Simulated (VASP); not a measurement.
Write the native input for VASP 6.6.1 that does the following.

| Quantity | Value |
| --- | --- |
| Task | single point |
| Functional | PBEsol |
| Dispersion | D3(BJ) |
| Potentials or basis | VASP PAW PBE potentials, release 64 (W_sv, Si) |
| Cutoff | 520 eV |
| k mesh | 12 × 12 × 12 |
| Occupations | fermi-dirac, width 0.05 eV |
| Spin | no spin polarisation |
| Dipole correction | no |
| Further INCAR settings | ALGO = Normal; EDIFF = 1e-07; NBANDS = 18 |

The structure of Si2W lies in POSCAR:

```
Si2W
1.0
   -1.5847395952      1.5847395952      3.8771855245
    1.5847395952     -1.5847395952      3.8771855245
    1.5847395952      1.5847395952     -3.8771855245
W Si
1 2
Direct
    0.0000000000      0.0000000000      0.0000000000
    0.6659798883      0.6659798883      0.0000000000
    0.3340201117      0.3340201117      0.0000000000
```

The input as run:

INCAR

```
SYSTEM = Si2W
  PREC = Accurate
  ENCUT = 520
  EDIFF = 1E-7
  ISMEAR = -1
  SIGMA = 0.05
  LREAL = .FALSE.
  LASPH = .TRUE.
  NELM = 100
  ALGO = Normal
  ISIF = 2
  LWAVE = .FALSE.
  LCHARG = .TRUE.
  GGA = PS
  IVDW = 12
  LELF = .TRUE.
  LVHAR = .TRUE.
  NBANDS = 18
```

KPOINTS

```
regular mesh
0
G
  12 12 12
  0 0 0
```

Potentials or basis: VASP PAW PBE potentials, release 64 (W_sv, Si).

Run with:

```console
$ cat potpaw_PBE.64/W_sv/POTCAR potpaw_PBE.64/Si/POTCAR > POTCAR
$ mpirun -np 1 vasp_std > vasp.out
```

It gave:

| Item | Value |
| --- | --- |
| Pressure | 0.4 GPa |
| Largest force | 0.007 eV/Å |
| Band gap on the k mesh | zero (bands 11 and 12 overlap by 1.41 eV) |
| Dispersion energy per atom | -0.565 eV |

Caveat: the PAW data sets were made with another functional, which shifts forces and pressure a little; spin-orbit coupling is left out, which moves the levels of the heavy elements.

Wall time 2.7 min on 1 thread of Intel Xeon 8259CL, on a shared host, peak memory 0.29 GiB.
